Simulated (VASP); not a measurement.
# ZrB (Fmmm) in VASP: a series of runs, part 2 of 2

VASP 6.6.1. Earlier steps stand in the parts before.

### Step 3. Single point, LDA (normal strain along x +0.0233, normal strain along z -0.0367)

The input, INCAR:

```
PREC     = Accurate       # precision mode
ENCUT    = 520            # plane-wave cutoff, eV
EDIFF    = 1E-6           # SCF threshold, eV
ISMEAR   = 0              # smearing method
SIGMA    = 0.15           # smearing width, eV
LREAL    = False          # projectors in reciprocal space
LASPH    = True           # aspherical terms in the spheres
NELM     = 100            # most SCF steps
ALGO     = Normal         # electronic algorithm
ISIF     = 2              # what is computed and relaxed
LWAVE    = False          # write WAVECAR
LCHARG   = True           # write CHGCAR
GGA      = CA             # functional
LELF     = True           # ELF
LVHAR    = True         
NBANDS   = 14             # bands
```

The input, KPOINTS:

```
Automatic mesh
0
Gamma
  16 16 16
```

The input, POSCAR:

```
ZrB
1.0
    0.0000000000      2.4153850465      2.3267404153
    2.4716635181      0.0000000000      2.3267404153
    2.4716635181      2.4153850465      0.0000000000
Zr B
1 1
Direct
    0.0000000000      0.0000000000      0.0000000000
    0.5000000000      0.5000000000      0.5000000000
```

Potentials or basis: VASP PAW LDA potentials, release 64 (Zr_sv, B).

Started as:

```bash
$ cat potpaw_LDA.64/Zr_sv/POTCAR potpaw_LDA.64/B/POTCAR > POTCAR
$ mpirun -np 1 vasp_std > vasp.out
```

OUTCAR:

```text
PREC = Accurate
   ENCUT = 520
   EDIFF = 1E-6
   ISMEAR = 0
   LREAL = False
   LASPH = True
   NELM = 100
   ISIF = 2
   GGA = CA

 ion  position               nearest neighbor table
   1  0.000  0.000  0.000-   2 2.33   2 2.33   2 2.42   2 2.42   2 2.47   2 2.47
   2  0.500  0.500  0.500-   1 2.33   1 2.33   1 2.42   1 2.42   1 2.47   1 2.47

  LATTYP: Found a face centered orthorhombic cell.
 ALAT       =     4.6534808306
 B/A-ratio  =     1.0380982041
 C/A-ratio  =     1.0622858922

  Lattice vectors:

 A1 = (   2.4716635181,  -2.4153850465,   0.0000000000)
 A2 = (   2.4716635181,   0.0000000000,   2.3267404153)
 A3 = (   0.0000000000,  -2.4153850465,   2.3267404153)

Analysis of symmetry for initial positions (statically):
=====================================================================
 Subroutine PRICEL returns:
 Original cell was already a primitive cell.

 Routine SETGRP: Setting up the symmetry group for a
 face centered orthorhombic supercell.

 Subroutine GETGRP returns: Found  8 space group operations
 (whereof  8 operations were pure point group operations)
 out of a pool of  8 trial point group operations.

The static configuration has the point symmetry D_2h.

Analysis of symmetry for dynamics (positions and initial velocities):
=====================================================================
 Subroutine PRICEL returns:
 Original cell was already a primitive cell.

 Routine SETGRP: Setting up the symmetry group for a
 face centered orthorhombic supercell.

 Subroutine GETGRP returns: Found  8 space group operations
 (whereof  8 operations were pure point group operations)
 out of a pool of  8 trial point group operations.

The dynamic configuration has the point symmetry D_2h.

 Subroutine INISYM returns: Found  8 space group operations
 (whereof  8 operations are pure point group operations),
 and found     1 'primitive' translations

----------------------------------------------------------------------------------------

                                     Primitive cell

  volume of cell :      27.7814

  direct lattice vectors                    reciprocal lattice vectors
     0.000000000  2.415385046  2.326740415    -0.202292908  0.207006332  0.214892902
     2.471663518  0.000000000  2.326740415     0.202292908 -0.207006332  0.214892902
     2.471663518  2.415385046  0.000000000     0.202292908  0.207006332 -0.214892902

  length of vectors
     3.353774871  3.394531117  3.455894308     0.360489946  0.360489946  0.360489946

  position of ions in fractional coordinates (direct lattice)
     0.000000000  0.000000000  0.000000000
     0.500000000  0.500000000  0.500000000

  ion indices of the primitive-cell ions
   primitive index   ion index
                 1           1
                 2           2

----------------------------------------------------------------------------------------

 KPOINTS: Automatic mesh

Automatic generation of k-mesh.
 Grid dimensions read from file:
 generate k-points for:   16   16   16

 Generating k-lattice:

  Cartesian coordinates                     Fractional coordinates (reciprocal lattice)
    -0.012643307  0.012937896  0.013430806     0.062500000 -0.000000000  0.000000000
     0.012643307 -0.012937896  0.013430806    -0.000000000  0.062500000  0.000000000
     0.012643307  0.012937896 -0.013430806     0.000000000  0.000000000  0.062500000

  Length of vectors
     0.022530622  0.022530622  0.022530622

  Shift w.r.t. Gamma in fractional coordinates (k-lattice)
     0.000000000  0.000000000  0.000000000

 Subroutine IBZKPT returns following result:
 ===========================================

 Found    621 irreducible k-points:

 Following reciprocal coordinates:
            Coordinates               Weight
  0.000000  0.000000  0.000000      1.000000
  0.062500 -0.000000  0.000000      8.000000
  0.125000 -0.000000  0.000000      8.000000
  0.187500 -0.000000 -0.000000      8.000000
  0.250000 -0.000000  0.000000      8.000000
  0.312500 -0.000000  0.000000      8.000000
[... 16 lines left out ...]
 -0.125000  0.062500 -0.000000      8.000000
 -0.062500  0.062500  0.000000      4.000000
 [... further k-points ...]
   k-points           NKPTS =    621   k-points in BZ     NKDIM =    621   number of bands    NBANDS=     14
   number of dos      NEDOS =    301   number of ions     NIONS =      2
   total plane-waves  NPLWV =  21952
   dimension x,y,z NGX =    28 NGY =   28 NGZ =   28
   dimension x,y,z NGXF=    56 NGYF=   56 NGZF=   56
   ions per type =               1   1
   NGX,Y,Z   is equivalent  to a cutoff of  13.88, 13.71, 13.47 a.u.
   NGXF,Y,Z  is equivalent  to a cutoff of  27.76, 27.43, 26.94 a.u.
 SYSTEM =  unknown system
   PREC   = accura    normal or accurate (medium, high low for compatibility)
   ISTART =      0    job   : 0-new  1-cont  2-samecut
   ICHARG =      2    charge: 1-file 2-atom 10-const
   ISPIN  =      1    spin polarized calculation?
   LNONCOLLINEAR =      F non collinear calculations
   LSORBIT =      F    spin-orbit coupling
   LASPH  =      T    aspherical Exc in radial PAW
   ENCUT  =  520.0 eV  38.22 Ry    6.18 a.u.   6.24  6.31  6.43*2*pi/ulx,y,z
   NELM   =    100;   NELMIN=  2; NELMDL= -5     # of ELM steps
   EDIFF  = 0.1E-05   stopping-criterion for ELM
   LREAL  =      F    real-space projection
   EDIFFG = 0.1E-04   stopping-criterion for IOM
   NSW    =      0    number of steps for IOM
   IBRION =     -1    ionic relax: 0-MD 1-quasi-New 2-CG
   NFREE  =      0    steps in history (QN), initial steepest desc. (CG)
   ISIF   =      2    stress and relaxation
   ISYM   =      2    0-nonsym 1-usesym 2-fastsym
   POTIM  = 0.5000    time-step for ionic-motion
   TEBEG  =    0.0;   TEEND  =   0.0 temperature during run
   PSTRESS=    0.0 pullay stress
   NELECT =      15.0000    total number of electrons
   NUPDOWN=      -1.0000    fix difference up-down
   EMIN   =  10.00;   EMAX   =-10.00  energy-range for DOS
   EFERMI =   0.00;   METHOD = LEGACY
   ISMEAR =     0;   SIGMA  =   0.15  broadening in eV -4-tet -1-fermi 0-gaus
   EFERMI_NEDOS =   21; number of points for ismear=-14 and -15
   IALGO  =     38    algorithm
   IMIX   =      4    mixing-type and parameters
     AMIX     =   0.40;   BMIX     =  1.00
     AMIX_MAG =   1.60;   BMIX_MAG =  1.00
  volume/ion in A,a.u.               =      13.89        93.74
  Fermi-wavevector in a.u.,A,eV,Ry     =   1.333073  2.519143 24.178702  1.777084
  Thomas-Fermi vector in A             =   2.461960
   LORBIT       =      0    0 simple, 1 ext, 2 COOP (PROOUT), +10 PAW based schemes
   GGA     = CA    functional components
   LHFCALC =     F    Hartree Fock is set to
   AEXX    =    0.0000 exact exchange contribution
   IVDW    =     0    specifies the selected vdW correction
   LEPSILON=     F    determine dielectric tensor
   LRPA    =     F    only Hartree local field effects (RPA)
 non-spin polarized calculation
 Gauss-broadening in eV      SIGMA  =   0.15
  energy-cutoff  :      520.00
  volume of cell :       27.78
 maximum number of plane-waves:       768
 NGX is ok and might be reduce to    28
   NGX = 13   NGY = 13   NGZ = 13

 number of electron      15.0000000 magnetization

 Free energy of the ion-electron system (eV)
  ---------------------------------------------------
  ext. energy  EPLUGINS =         0.00000000
  ---------------------------------------------------
  free energy    TOTEN  =       -17.46580405 eV

  energy without entropy =      -17.45326246  energy(sigma->0) =      -17.45953325

 E-fermi :   7.8969     XC(G=0): -11.9193

 val. band max:        7.8900390213   @ k =   0.3125   0.1250   0.0000
 cond. band min:       7.9026858516   @ k =  -0.1875   0.4375   0.3125
 fundamental gap:      0.0126468303
 Fermi energy:         7.8969207214

 k-point     1 :       0.0000    0.0000    0.0000
  band No.  band energies     occupation
      1     -39.0379      2.00000
      2     -17.0014      2.00000
      3     -16.9906      2.00000
      4     -16.9824      2.00000
      5      -0.1479      2.00000
      6       9.3901      0.00000
      7       9.6277      0.00000
      8       9.9972      0.00000
      9      10.9367      0.00000
     10      11.3078      0.00000
     11      11.4258      0.00000
     12      11.4259      0.00000
     13      11.6657      0.00000
     14      18.8214      0.00000
[... 377 lines left out ...]
      1     -39.0304      2.00000
      2     -17.0454      2.00000
      3     -17.0213      2.00000
      4     -16.9908      2.00000
      5       0.0879      2.00000
      6       9.0395      0.00000
      7       9.2874      0.00000
      8       9.4673      0.00000
      9       9.6635      0.00000
     10      10.8431      0.00000
     11      12.0229      0.00000
     12      12.7761      0.00000
     13      13.2958      0.00000
     14      19.3900      0.00000

 [... further k-points ...]
[... 5 lines left out ...]
  --------------------------------------------------------------------------------------
  -------------------------------------------------------------------------------------
  Total       -1.0236577      0.3053666      2.6736686      0.0000000      0.0000000      0.0000000
  in kB      -59.0352864     17.6107735    154.1929476      0.0000000      0.0000000      0.0000000
  external PRESSURE =      37.5894782 kB  Pullay stress =       0.0000000 kB

 VOLUME and BASIS-vectors are now :
 -----------------------------------------------------------------------------
  energy-cutoff  :      520.00
  volume of cell :       27.78
      direct lattice vectors                 reciprocal lattice vectors
     0.000000000  2.415385046  2.326740415    -0.202292908  0.207006332  0.214892902
     2.471663518  0.000000000  2.326740415     0.202292908 -0.207006332  0.214892902
     2.471663518  2.415385046  0.000000000     0.202292908  0.207006332 -0.214892902

 POSITION                                       TOTAL-FORCE (eV/Angst)
 -----------------------------------------------------------------------------------
      0.00000      0.00000      0.00000        -0.000000      0.000000      0.000000
      2.47166      2.41539      2.32674         0.000000     -0.000000     -0.000000
 -----------------------------------------------------------------------------------
    total drift:                               -0.000000      0.000000      0.000000

  FREE ENERGIE OF THE ION-ELECTRON SYSTEM (eV)
  ---------------------------------------------------
  free  energy   TOTEN  =       -17.4658040488 eV

  energy  without entropy=      -17.4532624560  energy(sigma->0) =      -17.45953325
```

Run time: 3.1 min. Hardware: 1 thread of Intel Xeon Platinum 8488C (Sapphire Rapids), shared host; peak memory 0.35 GiB.

Results:

* Free energy: -17.4658 eV
* Pressure: 3.8 GPa

Caveat: the cell differs from its parent crystal (normal strain along x +0.0233, normal strain along z -0.0367).
